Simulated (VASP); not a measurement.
HfO2:

```
Hf O
1.0
     0.00000    2.55750    2.55750
     2.55750    0.00000    2.55750
     2.55750    2.55750    0.00000
Hf O
1 2
Cartesian
  0.0000 0.0000 0.0000
  3.8363 3.8363 3.8363
  1.2788 1.2788 1.2788
```

| Property | Result |
| --- | --- |
| Program | VASP 6.6.1 |
| Task | relaxation of cell and atoms |
| Functional | PBE |
| Potentials or basis | VASP PAW PBE potentials, release 64 (Hf_pv, O) |
| Cutoff | 600 eV |
| k mesh | 9 × 9 × 9 |
| Occupations | fermi-dirac, width 0.05 eV |
| Spin | no spin polarisation |
| Hubbard terms | Hf d U = 5.0 eV |

At the start: pressure 7.1 GPa; volume 11.15 Å³/atom.

**Question.** How do energy, volume and symmetry change on relaxing?

**Answer.** Over 3 steps the energy falls by 7.0 meV/atom and the volume is 11.48 Å³/atom (+2.9 %); space group Fm-3m (No. 225, to 0.1 Å) before and after.

Step by step:
| step | energy change (eV) | largest force (eV/Å) | pressure (GPa) | volume (Å³) |
| --- | --- | --- | --- | --- |
| 1 | 0.0000 | 0.0000 | 7.10 | 33.46 |
| 2 | 0.0216 | 0.0000 | -8.65 | 35.91 |
| 3 | -0.0211 | 0.0000 | -0.11 | 34.43 |

Final structure:
```xyz
3
Lattice="0.0000 2.5820 2.5820 2.5820 0.0000 2.5820 2.5820 2.5820 0.0000" Properties=species:S:1:pos:R:3 pbc="T T T"
Hf    0.0000    0.0000    0.0000
O     3.8731    3.8731    3.8731
O     1.2910    1.2910    1.2910
```
